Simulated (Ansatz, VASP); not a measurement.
**One calculation of ZnS, two programs**

```xyz
2
Lattice="0.0000 2.5310 2.5310 2.5310 0.0000 2.5310 2.5310 2.5310 0.0000" Properties=species:S:1:pos:R:3 pbc="T T T"
Zn    0.0000    0.0000    0.0000
S     2.5310    2.5310    2.5310
```

Alike in both runs: task single point; functional HSE06; k mesh 4 × 4 × 4; occupations methfessel-paxton of order 1, width 0.5 eV; no spin polarisation.

|  | VASP | Ansatz |
| --- | --- | --- |
| version | VASP 6.6.1 | Ansatz 0.2.0 |
| potentials or method | VASP PAW PBE potentials, release 64 (Zn, S) | plane waves |
| plane-wave cutoff (eV) | 520 | 420 |
| valence electrons in the cell | 18 | 18 |

```tsv
	VASP	Ansatz	Ansatz less VASP
pressure (GPa)	1.6	1.6	-0.06
```

The functional is the same, so the differences come from potentials, cutoffs and numerics. Ansatz's warnings: stress exchange threshold loose, stress scf threshold loose.

The k mesh is coarse, so the values compare programs but aren't converged.
